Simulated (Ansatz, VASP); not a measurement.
One calculation of K2S, two programs

```xyz
3
Lattice="0.0000 3.7394 3.7394 3.7394 0.0000 3.7394 3.7394 3.7394 0.0000" Properties=species:S:1:pos:R:3 pbc="T T T"
K     1.8697    1.8697    1.8697
K     5.6091    5.6091    5.6091
S     0.0000    0.0000    0.0000
```

Alike in both runs: task single point; functional r2SCAN; k mesh 6 × 6 × 6; no spin polarisation.

|  | VASP | Ansatz |
| --- | --- | --- |
| version | VASP 6.6.1 | Ansatz 0.2.0 |
| potentials or method | VASP PAW PBE potentials, release 64 (K_sv, S) | plane waves, PAW |
| plane-wave cutoff (eV) | 550 | 500 |
| occupations | gaussian, width 0.01 eV | fixed |
| valence electrons in the cell | 24 | 24 |

VASP gave:

| Item | Value |
| --- | --- |
| gap on the k mesh at the Fermi level (eV) | 2.68 |
| pressure (GPa) | -0.5 |

Q: What did Ansatz give for the same quantities?

A: gap on the k mesh at the Fermi level (eV): 2.68; pressure (GPa): -0.6.

VASP's potentials were made for PBE, not for r2SCAN.
